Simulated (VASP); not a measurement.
# K (P6_3/mmc) in VASP: a series of runs

The runs below take K through single point, with PBEsol, PBEsol+D3(BJ).

Program: VASP 6.6.1. These are calculated values, not measurements. Logs are shortened: lines on timing, memory, paths and dates and some standing lists are left out, and cuts for length are marked.

### 1 The cell of the first run

Symmetry: P6_3/mmc, No. 194, hexagonal system. The conventional cell has a = 3.937 Å, b = 3.937 Å, c = 6.377 Å, α = 90.00°, β = 90.00°, γ = 120.00°. K (site symmetry -6m2) has 12 K at 3.92 to 3.94 Å within 5.1 Å.

This isn't the form of K at room conditions, which is bcc.

### 2 Single point, PBEsol (42.79 Å³/atom)

INCAR

```
PREC = Accurate ; ENCUT = 520
EDIFF = 1E-6 ; ISMEAR = -1
SIGMA = 0.05 ; LREAL = F
LASPH = T ; NELM = 100
ALGO = Normal ; ISIF = 2
LWAVE = F ; LCHARG = F
GGA = PS ; NBANDS = 16
```

KPOINTS

```
regular mesh
0
Gamma
  10 10 5
```

POSCAR

```
K
1.0
    3.9366040416      0.0000000000      0.0000000000
   -1.9683020208      3.4091991047      0.0000000000
    0.0000000000      0.0000000000      6.3772985475
K
2
Direct
    0.3333333333      0.6666666667      0.2500000000
    0.6666666667      0.3333333333      0.7500000000
```

Potentials or basis: VASP PAW PBE potentials, release 64 (K_sv).

Started as:

```sh
> cat potpaw_PBE.64/K_sv/POTCAR > POTCAR
> mpirun -np 1 vasp_std > vasp.out
```

OUTCAR:

```text
PREC = Accurate
   ENCUT = 520
   EDIFF = 1E-6
   ISMEAR = -1
   LREAL = F
   LASPH = T
   NELM = 100
   ISIF = 2
   GGA = PS

 ion  position               nearest neighbor table
   1  0.333  0.667  0.250-
   2  0.667  0.333  0.750-

  LATTYP: Found a hexagonal cell.
 ALAT       =     3.9366040416
 C/A-ratio  =     1.6200000000

  Lattice vectors:

 A1 = (   3.9366040416,   0.0000000000,   0.0000000000)
 A2 = (  -1.9683020208,   3.4091991047,   0.0000000000)
 A3 = (   0.0000000000,   0.0000000000,   6.3772985475)

Analysis of symmetry for initial positions (statically):
=====================================================================
 Subroutine PRICEL returns:
 Original cell was already a primitive cell.

 Routine SETGRP: Setting up the symmetry group for a
 hexagonal supercell.

 Subroutine GETGRP returns: Found 24 space group operations
 (whereof 12 operations were pure point group operations)
 out of a pool of 24 trial point group operations.

The static configuration has the point symmetry D_3d.
 The point group associated with its full space group is D_6h.

Analysis of symmetry for dynamics (positions and initial velocities):
=====================================================================
 Subroutine PRICEL returns:
 Original cell was already a primitive cell.

 Routine SETGRP: Setting up the symmetry group for a
 hexagonal supercell.

 Subroutine GETGRP returns: Found 24 space group operations
 (whereof 12 operations were pure point group operations)
 out of a pool of 24 trial point group operations.

The dynamic configuration has the point symmetry D_3d.
 The point group associated with its full space group is D_6h.

 Subroutine INISYM returns: Found 24 space group operations
 (whereof 12 operations are pure point group operations),
 and found     1 'primitive' translations

----------------------------------------------------------------------------------------

                                     Primitive cell

  volume of cell :      85.5876

  direct lattice vectors                    reciprocal lattice vectors
     3.936604042  0.000000000  0.000000000     0.254026056  0.146662012  0.000000000
    -1.968302021  3.409199105  0.000000000     0.000000000  0.293324024  0.000000000
     0.000000000  0.000000000  6.377298547     0.000000000  0.000000000  0.156806208

  length of vectors
     3.936604042  3.936604042  6.377298547     0.293324024  0.293324024  0.156806208

  position of ions in fractional coordinates (direct lattice)
     0.333333333  0.666666667  0.250000000
     0.666666667  0.333333333  0.750000000

  ion indices of the primitive-cell ions
   primitive index   ion index
                 1           1
                 2           2

----------------------------------------------------------------------------------------

 KPOINTS: regular mesh

Automatic generation of k-mesh.
 Grid dimensions read from file:
 generate k-points for:   10   10    5

 Generating k-lattice:

  Cartesian coordinates                     Fractional coordinates (reciprocal lattice)
     0.025402606  0.014666201  0.000000000     0.100000000  0.000000000  0.000000000
     0.000000000  0.029332402  0.000000000     0.000000000  0.100000000  0.000000000
     0.000000000  0.000000000  0.031361242     0.000000000  0.000000000  0.200000000

  Length of vectors
     0.029332402  0.029332402  0.031361242

  Shift w.r.t. Gamma in fractional coordinates (k-lattice)
     0.000000000  0.000000000  0.000000000

 Subroutine IBZKPT returns following result:
 ===========================================

 Found     42 irreducible k-points:

 Following reciprocal coordinates:
            Coordinates               Weight
  0.000000  0.000000  0.000000      1.000000
  0.100000 -0.000000  0.000000      6.000000
  0.200000 -0.000000  0.000000      6.000000
  0.300000 -0.000000  0.000000      6.000000
  0.400000  0.000000  0.000000      6.000000
  0.500000 -0.000000  0.000000      3.000000
[... 16 lines left out ...]
  0.300000  0.100000  0.200000     24.000000
  0.400000  0.100000  0.200000     24.000000
 [... further k-points ...]
   k-points           NKPTS =     42   k-points in BZ     NKDIM =     42   number of bands    NBANDS=     16
   number of dos      NEDOS =    301   number of ions     NIONS =      2
   total plane-waves  NPLWV =  43200
   dimension x,y,z NGX =    30 NGY =   30 NGZ =   48
   dimension x,y,z NGXF=    60 NGYF=   60 NGZF=   96
   ions per type =               2
   NGX,Y,Z   is equivalent  to a cutoff of  12.67, 12.67, 12.51 a.u.
   NGXF,Y,Z  is equivalent  to a cutoff of  25.34, 25.34, 25.03 a.u.
 SYSTEM =  unknown system
   PREC   = accura    normal or accurate (medium, high low for compatibility)
   ISTART =      0    job   : 0-new  1-cont  2-samecut
   ICHARG =      2    charge: 1-file 2-atom 10-const
   ISPIN  =      1    spin polarized calculation?
   LNONCOLLINEAR =      F non collinear calculations
   LSORBIT =      F    spin-orbit coupling
   LASPH  =      T    aspherical Exc in radial PAW
   ENCUT  =  520.0 eV  38.22 Ry    6.18 a.u.   7.32  7.32 11.86*2*pi/ulx,y,z
   NELM   =    100;   NELMIN=  2; NELMDL= -5     # of ELM steps
   EDIFF  = 0.1E-05   stopping-criterion for ELM
   LREAL  =      F    real-space projection
   EDIFFG = 0.1E-04   stopping-criterion for IOM
   NSW    =      0    number of steps for IOM
   IBRION =     -1    ionic relax: 0-MD 1-quasi-New 2-CG
   NFREE  =      0    steps in history (QN), initial steepest desc. (CG)
   ISIF   =      2    stress and relaxation
   ISYM   =      2    0-nonsym 1-usesym 2-fastsym
   POTIM  = 0.5000    time-step for ionic-motion
   TEBEG  =    0.0;   TEEND  =   0.0 temperature during run
   PSTRESS=    0.0 pullay stress
   NELECT =      18.0000    total number of electrons
   NUPDOWN=      -1.0000    fix difference up-down
   EMIN   =  10.00;   EMAX   =-10.00  energy-range for DOS
   EFERMI =   0.00;   METHOD = LEGACY
   ISMEAR =    -1;   SIGMA  =   0.05  broadening in eV -4-tet -1-fermi 0-gaus
   EFERMI_NEDOS =   21; number of points for ismear=-14 and -15
   IALGO  =     38    algorithm
   IMIX   =      4    mixing-type and parameters
     AMIX     =   0.40;   BMIX     =  1.00
     AMIX_MAG =   1.60;   BMIX_MAG =  1.00
  volume/ion in A,a.u.               =      42.79       288.79
  Fermi-wavevector in a.u.,A,eV,Ry     =   0.973558  1.839759 12.895821  0.947816
  Thomas-Fermi vector in A             =   2.103948
   LORBIT       =      0    0 simple, 1 ext, 2 COOP (PROOUT), +10 PAW based schemes
   GGA     = PS    functional components
   LHFCALC =     F    Hartree Fock is set to
   AEXX    =    0.0000 exact exchange contribution
   IVDW    =     0    specifies the selected vdW correction
   LEPSILON=     F    determine dielectric tensor
   LRPA    =     F    only Hartree local field effects (RPA)
 non-spin polarized calculation
  energy-cutoff  :      520.00
  volume of cell :       85.59
 maximum number of plane-waves:      2340
 NGX is ok and might be reduce to    30
   NGX = 15   NGY = 15   NGZ = 23

 number of electron      17.9999999 magnetization

 Free energy of the ion-electron system (eV)
  ---------------------------------------------------
  ext. energy  EPLUGINS =         0.00000000
  ---------------------------------------------------
  free energy    TOTEN  =        -1.69867689 eV

  energy without entropy =       -1.68526740  energy(sigma->0) =       -1.69197214

 E-fermi :   1.4252     XC(G=0):  -7.2545

 val. band max:        1.4111674903   @ k =   0.2000  -0.0000   0.2000
 cond. band min:       1.4519957964   @ k =   0.3000   0.1000   0.4000
 fundamental gap:      0.0408283061
 Fermi energy:         1.4251637631

 k-point     1 :       0.0000    0.0000    0.0000
  band No.  band energies     occupation
      1     -30.4830      2.00000
      2     -30.4379      2.00000
      3     -14.2732      2.00000
      4     -13.9176      2.00000
      5     -13.9176      2.00000
      6     -13.8662      2.00000
[... 8 lines left out ...]
     15       6.3900      0.00000
     16       6.3900      0.00000

 k-point     2 :       0.1000   -0.0000    0.0000
  band No.  band energies     occupation
      1     -30.4794      2.00000
      2     -30.4362      2.00000
      3     -14.2598      2.00000
      4     -13.9466      2.00000
      5     -13.9266      2.00000
      6     -13.8966      2.00000
[... 8 lines left out ...]
     15       6.2719      0.00000
     16       6.5469      0.00000

 k-point     3 :       0.2000   -0.0000    0.0000
  band No.  band energies     occupation
      1     -30.4696      2.00000
      2     -30.4321      2.00000
      3     -14.2222      2.00000
      4     -14.0236      2.00000
      5     -13.9730      2.00000
      6     -13.9494      2.00000
[... 8 lines left out ...]
     15       6.3590      0.00000
     16       6.3615      0.00000

 k-point     4 :       0.3000   -0.0000    0.0000
  band No.  band energies     occupation
      1     -30.4567      2.00000
      2     -30.4277      2.00000
      3     -14.1691      2.00000
      4     -14.1198      2.00000
      5     -14.0616      2.00000
      6     -13.9762      2.00000
[... 8 lines left out ...]
     15       5.9838      0.00000
     16       7.0224      0.00000
[... 324 lines left out ...]
 k-point    22 :       0.2000    0.1000    0.2000
  band No.  band energies     occupation
      1     -30.4582      2.00000
      2     -30.4321      2.00000
      3     -14.1831      2.00000
      4     -14.0676      2.00000
      5     -14.0374      2.00000
      6     -13.9644      2.00000
[... 8 lines left out ...]
     15       5.9276      0.00000
     16       6.7084      0.00000

 k-point    23 :       0.3000    0.1000    0.2000
  band No.  band energies     occupation
      1     -30.4466      2.00000
      2     -30.4280      2.00000
      3     -14.1925      2.00000
      4     -14.1361      2.00000
      5     -14.0656      2.00000
      6     -13.9934      2.00000
[... 8 lines left out ...]
     15       5.6542      0.00000
     16       7.1000      0.00000

 k-point    24 :       0.4000    0.1000    0.2000
  band No.  band energies     occupation
      1     -30.4384      2.00000
      2     -30.4265      2.00000
      3     -14.2292      2.00000
      4     -14.1706      2.00000
      5     -14.0550      2.00000
      6     -14.0046      2.00000
[... 8 lines left out ...]
     15       5.5759      0.00000
     16       7.5061      0.00000

 [... further k-points ...]

------------------------ aborting loop because EDIFF is reached ----------------------------------------

  FORCE on cell =-STRESS in cart. coord.  units (eV):
  Direction    XX          YY          ZZ          XY          YZ          ZX
  --------------------------------------------------------------------------------------
  -------------------------------------------------------------------------------------
  Total        2.5694484      2.5694484      2.6039140      0.0000000     -0.0000000      0.0000000
  in kB       48.0993966     48.0993966     48.7445843      0.0000000     -0.0000000      0.0000000
  external PRESSURE =      48.3144592 kB  Pullay stress =       0.0000000 kB

 VOLUME and BASIS-vectors are now :
 -----------------------------------------------------------------------------
  energy-cutoff  :      520.00
  volume of cell :       85.59
      direct lattice vectors                 reciprocal lattice vectors
     3.936604042  0.000000000  0.000000000     0.254026056  0.146662012  0.000000000
    -1.968302021  3.409199105  0.000000000     0.000000000  0.293324024  0.000000000
     0.000000000  0.000000000  6.377298547     0.000000000  0.000000000  0.156806208

 POSITION                                       TOTAL-FORCE (eV/Angst)
 -----------------------------------------------------------------------------------
     -0.00000      2.27280      1.59432        -0.000000      0.000000      0.000000
      1.96830      1.13640      4.78297         0.000000     -0.000000      0.000000
 -----------------------------------------------------------------------------------
    total drift:                               -0.000000      0.000000     -0.000000

  FREE ENERGIE OF THE ION-ELECTRON SYSTEM (eV)
  ---------------------------------------------------
  free  energy   TOTEN  =        -1.6986768887 eV

  energy  without entropy=       -1.6852673973  energy(sigma->0) =       -1.69197214
```

Run time: 65 s. Hardware: 1 thread of Intel Xeon Platinum 8488C (Sapphire Rapids), shared host; peak memory 0.21 GiB.

Results:

- Free energy: -1.6987 eV
- Pressure: 4.8 GPa
- Band gap on the k mesh: zero (bands 9 and 10 overlap by 2.26 eV)

Levels at points of the mesh, in eV from the Fermi level:
| k point | band 6 | band 7 | band 8 | band 9 | band 10 | band 11 | band 12 | band 13 |
| --- | --- | --- | --- | --- | --- | --- | --- | --- |
| (0.00, 0.00, 0.00) | -15.29 | -15.29 | -15.29 | -3.02 | 0.17 | 1.02 | 4.38 | 4.38 |
| (0.50, 0.00, 0.00) | -15.43 | -15.38 | -15.34 | 0.11 | 0.37 | 1.28 | 1.73 | 2.90 |

Caveat: the cell stands under pressure; the PAW data sets were made with another functional, which shifts forces and pressure a little.

### 3 Single point, PBEsol+D3(BJ)

INCAR

```
PREC = Accurate
ENCUT = 520
EDIFF = 1E-6
ISMEAR = -1
SIGMA = 0.05
LREAL = F
LASPH = T
NELM = 100
ALGO = Normal
ISIF = 2
LWAVE = F
LCHARG = F
GGA = PS
IVDW = 12
NBANDS = 16
```

KPOINTS

```
Automatic mesh
0
Gamma
  10 10 5
```

POSCAR is that of step 2.

Potentials or basis: VASP PAW PBE potentials, release 64 (K_sv).

Started as:

```sh
> cat potpaw_PBE.64/K_sv/POTCAR > POTCAR
> mpirun -np 1 vasp_std > vasp.out
```

Run time: 46 s. Hardware: 1 thread of Intel Xeon Platinum 8488C (Sapphire Rapids), shared host; peak memory 0.22 GiB.

Results (log left out):

```yaml
Free_energy: -2.1288 eV
Pressure: 4.0 GPa
Band_gap_on_the_k_mesh: zero (bands 9 and 10 overlap by 2.26 eV)
Dispersion_energy_per_atom: -0.215 eV
```

Levels at points of the mesh, in eV from the Fermi level:
| k point | band 6 | band 7 | band 8 | band 9 | band 10 | band 11 | band 12 | band 13 |
| --- | --- | --- | --- | --- | --- | --- | --- | --- |
| (0.00, 0.00, 0.00) | -15.29 | -15.29 | -15.29 | -3.02 | 0.17 | 1.02 | 4.38 | 4.38 |
| (0.50, 0.00, 0.00) | -15.43 | -15.38 | -15.34 | 0.11 | 0.37 | 1.28 | 1.73 | 2.90 |

Caveat: three body term missing; the cell stands under pressure; the PAW data sets were made with another functional, which shifts forces and pressure a little.

(Continued in part 2 of 2.)

The gap in the log of VASP goes by the Fermi energy; the results here count the filled bands.